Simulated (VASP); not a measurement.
# AlN (P6_3/mmc) in VASP: notebook

Aim: see how the results for AlN move with the level of theory and the settings. Levels: LDA, PBEsol. Tasks: single point.

Program: VASP 6.6.1. These are calculated values, not measurements. Logs are shortened: lines on timing, memory, paths and dates and some standing lists are left out, and cuts for length are marked.

## (1) The cell of the first run

It takes space group P6_3/mmc (No. 194, hexagonal). Conventional cell: a = 3.290 Å, b = 3.290 Å, c = 4.159 Å, α = 90.00°, β = 90.00°, γ = 120.00°. Al (site symmetry -6m2) has 5 N at 1.90 to 2.08 Å within 2.5 Å. N (site symmetry -6m2) has 5 Al at 1.90 to 2.08 Å within 2.5 Å.

## (2) Single point, LDA (volume scaled by 0.98)

INCAR reads:

```
SYSTEM = AlN
ALGO = Normal
EDIFF = 1E-7
ENCUT = 520
ISIF = 2
ISMEAR = -1
LASPH = .TRUE.
LCHARG = .FALSE.
LREAL = .FALSE.
LWAVE = .FALSE.
NBANDS = 16
NELM = 60
PREC = Accurate
SIGMA = 0.05
```

KPOINTS reads:

```
k-points
0
G
  9 9 7
  0 0 0
```

POSCAR reads:

```
AlN
1.0
    3.2898861073      0.0000000000      0.0000000000
   -1.6449430536      2.8491249445      0.0000000000
    0.0000000000      0.0000000000      4.1594577035
Al N
2 2
Direct
    0.6666666667      0.3333333333      0.2500000000
    0.3333333333      0.6666666667      0.7500000000
    0.6666666667      0.3333333333      0.7500000000
    0.3333333333      0.6666666667      0.2500000000
```

Potentials or basis: VASP PAW LDA potentials, release 64 (Al, N).

On the command line:

```console
cat potpaw_LDA.64/Al/POTCAR potpaw_LDA.64/N/POTCAR > POTCAR
mpirun -np 1 vasp_std > vasp.out
```

OUTCAR:

```text
SYSTEM = AlN
   EDIFF = 1E-7
   ENCUT = 520
   ISIF = 2
   ISMEAR = -1
   LASPH = .TRUE.
   LREAL = .FALSE.
   NELM = 60
   PREC = Accurate

 ion  position               nearest neighbor table
   1  0.667  0.333  0.250-   4 1.90   4 1.90   4 1.90   3 2.08   3 2.08   2 2.82   2 2.82   2 2.82
                             2 2.82   2 2.82   2 2.82
   2  0.333  0.667  0.750-   3 1.90   3 1.90   3 1.90   4 2.08   4 2.08   1 2.82   1 2.82   1 2.82
                             1 2.82   1 2.82   1 2.82
   3  0.667  0.333  0.750-   2 1.90   2 1.90   2 1.90   1 2.08   1 2.08
   4  0.333  0.667  0.250-   1 1.90   1 1.90   1 1.90   2 2.08   2 2.08

  LATTYP: Found a hexagonal cell.
 ALAT       =     3.2898861073
 C/A-ratio  =     1.2643166261

  Lattice vectors:

 A1 = (   3.2898861073,   0.0000000000,   0.0000000000)
 A2 = (  -1.6449430536,   2.8491249445,   0.0000000000)
 A3 = (   0.0000000000,   0.0000000000,   4.1594577035)

Analysis of symmetry for initial positions (statically):
=====================================================================
 Subroutine PRICEL returns:
 Original cell was already a primitive cell.

 Routine SETGRP: Setting up the symmetry group for a
 hexagonal supercell.

 Subroutine GETGRP returns: Found 24 space group operations
 (whereof 12 operations were pure point group operations)
 out of a pool of 24 trial point group operations.

The static configuration has the point symmetry D_3d.
 The point group associated with its full space group is D_6h.

Analysis of symmetry for dynamics (positions and initial velocities):
=====================================================================
 Subroutine PRICEL returns:
 Original cell was already a primitive cell.

 Routine SETGRP: Setting up the symmetry group for a
 hexagonal supercell.

 Subroutine GETGRP returns: Found 24 space group operations
 (whereof 12 operations were pure point group operations)
 out of a pool of 24 trial point group operations.

The dynamic configuration has the point symmetry D_3d.
 The point group associated with its full space group is D_6h.

 Subroutine INISYM returns: Found 24 space group operations
 (whereof 12 operations are pure point group operations),
 and found     1 'primitive' translations

----------------------------------------------------------------------------------------

                                     Primitive cell

  volume of cell :      38.9878

  direct lattice vectors                    reciprocal lattice vectors
     3.289886107  0.000000000  0.000000000     0.303961890  0.175492479  0.000000000
    -1.644943054  2.849124945  0.000000000     0.000000000  0.350984958  0.000000000
     0.000000000  0.000000000  4.159457704     0.000000000  0.000000000  0.240415956

  length of vectors
     3.289886107  3.289886107  4.159457704     0.350984958  0.350984958  0.240415956

  position of ions in fractional coordinates (direct lattice)
     0.666666667  0.333333333  0.250000000
     0.333333333  0.666666667  0.750000000
     0.666666667  0.333333333  0.750000000
     0.333333333  0.666666667  0.250000000

  ion indices of the primitive-cell ions
   primitive index   ion index
                 1           1
                 2           2
                 3           3
                 4           4

----------------------------------------------------------------------------------------

 KPOINTS: k-points

Automatic generation of k-mesh.
 Grid dimensions read from file:
 generate k-points for:    9    9    7

 Generating k-lattice:

  Cartesian coordinates                     Fractional coordinates (reciprocal lattice)
     0.033773543  0.019499164  0.000000000     0.111111111 -0.000000000  0.000000000
     0.000000000  0.038998329  0.000000000     0.000000000  0.111111111  0.000000000
     0.000000000  0.000000000  0.034345137     0.000000000  0.000000000  0.142857143

  Length of vectors
     0.038998329  0.038998329  0.034345137

  Shift w.r.t. Gamma in fractional coordinates (k-lattice)
     0.000000000  0.000000000  0.000000000

 Subroutine IBZKPT returns following result:
 ===========================================

 Found     48 irreducible k-points:

 Following reciprocal coordinates:
            Coordinates               Weight
  0.000000  0.000000  0.000000      1.000000
  0.111111  0.000000  0.000000      6.000000
  0.222222 -0.000000  0.000000      6.000000
  0.333333  0.000000  0.000000      6.000000
  0.444444 -0.000000  0.000000      6.000000
  0.111111  0.111111  0.000000      6.000000
[... 16 lines left out ...]
  0.333333  0.222222  0.142857     24.000000
  0.333333  0.333333  0.142857      4.000000
 [... further k-points ...]
   k-points           NKPTS =     48   k-points in BZ     NKDIM =     48   number of bands    NBANDS=     16
   number of dos      NEDOS =    301   number of ions     NIONS =      4
   total plane-waves  NPLWV =  18432
   dimension x,y,z NGX =    24 NGY =   24 NGZ =   32
   dimension x,y,z NGXF=    48 NGYF=   48 NGZF=   64
   ions per type =               2   2
   NGX,Y,Z   is equivalent  to a cutoff of  12.13, 12.13, 12.79 a.u.
   NGXF,Y,Z  is equivalent  to a cutoff of  24.26, 24.26, 25.58 a.u.
 SYSTEM =  AlN
   PREC   = accura    normal or accurate (medium, high low for compatibility)
   ISTART =      0    job   : 0-new  1-cont  2-samecut
   ICHARG =      2    charge: 1-file 2-atom 10-const
   ISPIN  =      1    spin polarized calculation?
   LNONCOLLINEAR =      F non collinear calculations
   LSORBIT =      F    spin-orbit coupling
   LASPH  =      T    aspherical Exc in radial PAW
   ENCUT  =  520.0 eV  38.22 Ry    6.18 a.u.   6.12  6.12  7.73*2*pi/ulx,y,z
   NELM   =     60;   NELMIN=  2; NELMDL= -5     # of ELM steps
   EDIFF  = 0.1E-06   stopping-criterion for ELM
   LREAL  =      F    real-space projection
   EDIFFG = 0.1E-05   stopping-criterion for IOM
   NSW    =      0    number of steps for IOM
   IBRION =     -1    ionic relax: 0-MD 1-quasi-New 2-CG
   NFREE  =      0    steps in history (QN), initial steepest desc. (CG)
   ISIF   =      2    stress and relaxation
   ISYM   =      2    0-nonsym 1-usesym 2-fastsym
   POTIM  = 0.5000    time-step for ionic-motion
   TEBEG  =    0.0;   TEEND  =   0.0 temperature during run
   PSTRESS=    0.0 pullay stress
   NELECT =      16.0000    total number of electrons
   NUPDOWN=      -1.0000    fix difference up-down
   EMIN   =  10.00;   EMAX   =-10.00  energy-range for DOS
   EFERMI =   0.00;   METHOD = LEGACY
   ISMEAR =    -1;   SIGMA  =   0.05  broadening in eV -4-tet -1-fermi 0-gaus
   EFERMI_NEDOS =   21; number of points for ismear=-14 and -15
   IALGO  =     38    algorithm
   IMIX   =      4    mixing-type and parameters
     AMIX     =   0.40;   BMIX     =  1.00
     AMIX_MAG =   1.60;   BMIX_MAG =  1.00
  volume/ion in A,a.u.               =       9.75        65.78
  Fermi-wavevector in a.u.,A,eV,Ry     =   1.216574  2.298991 20.137328  1.480052
  Thomas-Fermi vector in A             =   2.351923
   LORBIT       =      0    0 simple, 1 ext, 2 COOP (PROOUT), +10 PAW based schemes
   GGA     = CA    functional components
   LHFCALC =     F    Hartree Fock is set to
   AEXX    =    0.0000 exact exchange contribution
   IVDW    =     0    specifies the selected vdW correction
   LEPSILON=     F    determine dielectric tensor
   LRPA    =     F    only Hartree local field effects (RPA)
 non-spin polarized calculation
  energy-cutoff  :      520.00
  volume of cell :       38.99
 maximum number of plane-waves:      1071
   NGX = 13   NGY = 13   NGZ = 15

 number of electron      15.9999997 magnetization

 Free energy of the ion-electron system (eV)
  ---------------------------------------------------
  ext. energy  EPLUGINS =         0.00000000
  ---------------------------------------------------
  free energy    TOTEN  =       -32.47224528 eV

  energy without entropy =      -32.47224528  energy(sigma->0) =      -32.47224528

 E-fermi :   8.8526     XC(G=0): -11.5772

 val. band max:        7.9142496492   @ k =   0.0000   0.0000   0.0000
 cond. band min:      11.3506013147   @ k =   0.0000   0.0000   0.0000
 fundamental gap:      3.4363516655
 Fermi energy:         8.8525895604

 k-point     1 :       0.0000    0.0000    0.0000
  band No.  band energies     occupation
      1      -8.8708      2.00000
      2      -5.0413      2.00000
      3       0.8879      2.00000
      4       4.5833      2.00000
      5       4.5833      2.00000
      6       6.2693      2.00000
[... 8 lines left out ...]
     15      19.7285      0.00000
     16      19.7959      0.00000

 k-point     2 :       0.1111    0.0000    0.0000
  band No.  band energies     occupation
      1      -8.7250      2.00000
      2      -5.0357      2.00000
      3       1.0421      2.00000
      4       4.0682      2.00000
      5       4.3781      2.00000
      6       5.7841      2.00000
[... 8 lines left out ...]
     15      19.2059      0.00000
     16      19.4602      0.00000

 k-point     3 :       0.2222   -0.0000    0.0000
  band No.  band energies     occupation
      1      -8.3056      2.00000
      2      -5.0680      2.00000
      3       1.4915      2.00000
      4       2.9630      2.00000
      5       3.9611      2.00000
      6       4.8816      2.00000
[... 8 lines left out ...]
     15      18.2284      0.00000
     16      20.3124      0.00000

 k-point     4 :       0.3333    0.0000    0.0000
  band No.  band energies     occupation
      1      -7.6809      2.00000
      2      -5.2580      2.00000
      3       1.9552      2.00000
      4       2.1837      2.00000
      5       3.5841      2.00000
      6       4.0836      2.00000
[... 8 lines left out ...]
     15      19.2173      0.00000
     16      20.7792      0.00000

 k-point     5 :       0.4444   -0.0000    0.0000
  band No.  band energies     occupation
      1      -7.0495      2.00000
      2      -5.6206      2.00000
      3       1.4156      2.00000
      4       2.9202      2.00000
      5       3.3717      2.00000
      6       3.6158      2.00000
[... 8 lines left out ...]
     15      20.8117      0.00000
     16      21.1112      0.00000

 k-point     6 :       0.1111    0.1111    0.0000
  band No.  band energies     occupation
      1      -8.4420      2.00000
      2      -5.0484      2.00000
      3       1.3443      2.00000
      4       3.4926      2.00000
      5       3.7176      2.00000
      6       5.3540      2.00000
[... 8 lines left out ...]
     15      18.9036      0.00000
     16      20.0700      0.00000
[... 267 lines left out ...]
 k-point    21 :       0.4444    0.1111    0.1429
  band No.  band energies     occupation
      1      -6.7538      2.00000
      2      -5.7587      2.00000
      3       1.0273      2.00000
      4       2.7440      2.00000
      5       2.8755      2.00000
      6       4.0911      2.00000
[... 8 lines left out ...]
     15      20.1650      0.00000
     16      21.2710      0.00000

 k-point    22 :       0.2222    0.2222    0.1429
  band No.  band energies     occupation
      1      -7.2372      2.00000
      2      -5.4682      2.00000
      3       1.6717      2.00000
      4       1.8970      2.00000
      5       3.7500      2.00000
      6       3.8822      2.00000
[... 8 lines left out ...]
     15      19.8034      0.00000
     16      21.0123      0.00000

 k-point    23 :       0.3333    0.2222    0.1429
  band No.  band energies     occupation
      1      -6.6493      2.00000
      2      -5.7786      2.00000
      3       1.2595      2.00000
      4       2.1425      2.00000
      5       2.9694      2.00000
      6       4.4167      2.00000
[... 8 lines left out ...]
     15      19.6690      0.00000
     16      21.1674      0.00000

 k-point    24 :       0.3333    0.3333    0.1429
  band No.  band energies     occupation
      1      -6.1602      2.00000
      2      -6.1602      2.00000
      3       1.1850      2.00000
      4       2.4424      2.00000
      5       2.4424      2.00000
      6       4.9411      2.00000
[... 8 lines left out ...]
     15      19.0874      0.00000
     16      20.8598      0.00000

 [... further k-points ...]

------------------------ aborting loop because EDIFF is reached ----------------------------------------

  FORCE on cell =-STRESS in cart. coord.  units (eV):
  Direction    XX          YY          ZZ          XY          YZ          ZX
  --------------------------------------------------------------------------------------
  -------------------------------------------------------------------------------------
  Total       -0.8875907     -0.8875907     -1.2238516     -0.0000000      0.0000000      0.0000000
  in kB      -36.4749114    -36.4749114    -50.2933157     -0.0000000      0.0000000      0.0000000
  external PRESSURE =     -41.0810461 kB  Pullay stress =       0.0000000 kB

 VOLUME and BASIS-vectors are now :
 -----------------------------------------------------------------------------
  energy-cutoff  :      520.00
  volume of cell :       38.99
      direct lattice vectors                 reciprocal lattice vectors
     3.289886107  0.000000000  0.000000000     0.303961890  0.175492479  0.000000000
    -1.644943054  2.849124945  0.000000000     0.000000000  0.350984958  0.000000000
     0.000000000  0.000000000  4.159457704     0.000000000  0.000000000  0.240415956

 POSITION                                       TOTAL-FORCE (eV/Angst)
 -----------------------------------------------------------------------------------
      1.64494      0.94971      1.03986        -0.000000      0.000000      0.000000
     -0.00000      1.89942      3.11959         0.000000     -0.000000      0.000000
      1.64494      0.94971      3.11959        -0.000000     -0.000000      0.000000
     -0.00000      1.89942      1.03986         0.000000      0.000000      0.000000
 -----------------------------------------------------------------------------------
    total drift:                               -0.000000      0.000000     -0.000000

  FREE ENERGIE OF THE ION-ELECTRON SYSTEM (eV)
  ---------------------------------------------------
  free  energy   TOTEN  =       -32.4722452834 eV

  energy  without entropy=      -32.4722452833  energy(sigma->0) =      -32.47224528
```

Run time: 14 s. Hardware: 1 thread of AMD EPYC 7R13 (Zen 3), shared host; peak memory 0.11 GiB.

What came out:

```yaml
Free_energy: -32.4722 eV
Pressure: -4.1 GPa
Band_gap_on_the_k_mesh: 3.44 eV, direct
```

Levels at points of the mesh, in eV from the valence-band top:
| k point | band 4 | band 5 | band 6 | band 7 | band 8 | band 9 | band 10 | band 11 | band 12 | band 13 |
| --- | --- | --- | --- | --- | --- | --- | --- | --- | --- | --- |
| (0.00, 0.00, 0.00) | -3.33 | -3.33 | -1.64 | -1.64 | 0.00 | 3.44 | 4.41 | 8.15 | 8.15 | 11.19 |

Caveat: the cell differs from its parent crystal (volume scaled by 0.98). A k mesh can miss the band edges.

## (3) Single point, PBEsol (volume scaled by 0.98)

INCAR reads:

```
ALGO     = Normal         # electronic algorithm
EDIFF    = 1E-6           # SCF threshold, eV
ENCUT    = 520            # plane-wave cutoff, eV
GGA      = PS             # functional
ISIF     = 2              # what is computed and relaxed
ISMEAR   = -1             # smearing method
LASPH    = T              # aspherical terms in the spheres
LCHARG   = F              # write CHGCAR
LREAL    = F              # projectors in reciprocal space
LWAVE    = F              # write WAVECAR
NBANDS   = 16             # bands
NELM     = 100            # most SCF steps
PREC     = Accurate       # precision mode
SIGMA    = 0.05           # smearing width, eV
```

KPOINTS reads:

```
k-points
0
Gamma
  9 9 7
```

POSCAR is that of step 2.

Potentials or basis: VASP PAW PBE potentials, release 64 (Al, N).

On the command line:

```console
cat potpaw_PBE.64/Al/POTCAR potpaw_PBE.64/N/POTCAR > POTCAR
mpirun -np 1 vasp_std > vasp.out
```

Run time: 14 s. Hardware: 1 thread of AMD EPYC 7R13 (Zen 3), shared host; peak memory 0.13 GiB.

It converged, with:

| Property | Result |
| --- | --- |
| Free energy | -30.9444 eV |
| Pressure | 0.7 GPa |
| Band gap on the k mesh | 3.34 eV, direct |

Stress tensor (GPa, compression positive):
```
 1.33  0.00  0.00
 0.00  1.33  0.00
 0.00  0.00 -0.47
```

Levels at points of the mesh, in eV from the valence-band top:
| k point | band 4 | band 5 | band 6 | band 7 | band 8 | band 9 | band 10 | band 11 | band 12 | band 13 |
| --- | --- | --- | --- | --- | --- | --- | --- | --- | --- | --- |
| (0.00, 0.00, 0.00) | -3.34 | -3.34 | -1.66 | -1.66 | 0.00 | 3.34 | 4.50 | 8.24 | 8.24 | 11.32 |

Caveat: the cell differs from its parent crystal (volume scaled by 0.98); the PAW data sets were made with another functional, which shifts forces and pressure a little. A k mesh can miss the band edges.

## (4) Single point, LDA

This run uses another cell than the first one, of 9.95 Å³/atom, 1.020 times its volume.

INCAR reads:

```
PREC = Accurate
ENCUT = 520
EDIFF = 1E-6
ISMEAR = -1
SIGMA = 0.05
LREAL = F
LASPH = T
NELM = 100
ALGO = Normal
ISIF = 2
LWAVE = F
LCHARG = F
NBANDS = 16
```

KPOINTS reads:

```
regular mesh
0
Gamma
  9 9 7
```

POSCAR reads:

```
AlN
1.0
    3.3121157418      0.0000000000      0.0000000000
   -1.6560578709      2.8683763727      0.0000000000
    0.0000000000      0.0000000000      4.1875630000
Al N
2 2
Direct
    0.6666666667      0.3333333333      0.2500000000
    0.3333333333      0.6666666667      0.7500000000
    0.6666666667      0.3333333333      0.7500000000
    0.3333333333      0.6666666667      0.2500000000
```

Potentials or basis: VASP PAW LDA potentials, release 64 (Al, N).

On the command line:

```console
cat potpaw_LDA.64/Al/POTCAR potpaw_LDA.64/N/POTCAR > POTCAR
mpirun -np 1 vasp_std > vasp.out
```

OUTCAR:

```text
PREC = Accurate
   ENCUT = 520
   EDIFF = 1E-6
   ISMEAR = -1
   LREAL = F
   LASPH = T
   NELM = 100
   ISIF = 2

 ion  position               nearest neighbor table
   1  0.667  0.333  0.250-   4 1.91   4 1.91   4 1.91   3 2.09   3 2.09   2 2.84   2 2.84   2 2.84
                             2 2.84   2 2.84   2 2.84
   2  0.333  0.667  0.750-   3 1.91   3 1.91   3 1.91   4 2.09   4 2.09   1 2.84   1 2.84   1 2.84
                             1 2.84   1 2.84   1 2.84
   3  0.667  0.333  0.750-   2 1.91   2 1.91   2 1.91   1 2.09   1 2.09
   4  0.333  0.667  0.250-   1 1.91   1 1.91   1 1.91   2 2.09   2 2.09

[... 659 lines left out ...]
  --------------------------------------------------------------------------------------
  -------------------------------------------------------------------------------------
  Total       -2.0044728     -2.0044728     -2.1241805      0.0000000     -0.0000000      0.0000000
  in kB      -80.7249442    -80.7249442    -85.5458609      0.0000000     -0.0000000      0.0000000
  external PRESSURE =     -82.3319165 kB  Pullay stress =       0.0000000 kB

 VOLUME and BASIS-vectors are now :
 -----------------------------------------------------------------------------
  energy-cutoff  :      520.00
  volume of cell :       39.78
      direct lattice vectors                 reciprocal lattice vectors
     3.312115742  0.000000000  0.000000000     0.301921816  0.174314642  0.000000000
    -1.656057871  2.868376373  0.000000000     0.000000000  0.348629284  0.000000000
     0.000000000  0.000000000  4.187563000     0.000000000  0.000000000  0.238802377

 POSITION                                       TOTAL-FORCE (eV/Angst)
 -----------------------------------------------------------------------------------
      1.65606      0.95613      1.04689        -0.000000      0.000000      0.000000
     -0.00000      1.91225      3.14067        -0.000000     -0.000000      0.000000
      1.65606      0.95613      3.14067         0.000000     -0.000000      0.000000
     -0.00000      1.91225      1.04689         0.000000      0.000000      0.000000
 -----------------------------------------------------------------------------------
    total drift:                               -0.000000     -0.000000     -0.000000

  FREE ENERGIE OF THE ION-ELECTRON SYSTEM (eV)
  ---------------------------------------------------
  free  energy   TOTEN  =       -32.4420244053 eV

  energy  without entropy=      -32.4420244052  energy(sigma->0) =      -32.44202441
```

It took 16 s on 1 thread of AMD EPYC 7R13 (Zen 3), shared host; peak memory 0.12 GiB.

Results:

```
Free energy            : -32.4420 eV
Pressure               : -8.2 GPa
Band gap on the k mesh : 3.28 eV, direct
```

A k mesh can miss the band edges. LDA gaps usually lie below the measured ones, often by a third to a half.

(Continued in part 2 of 2.)
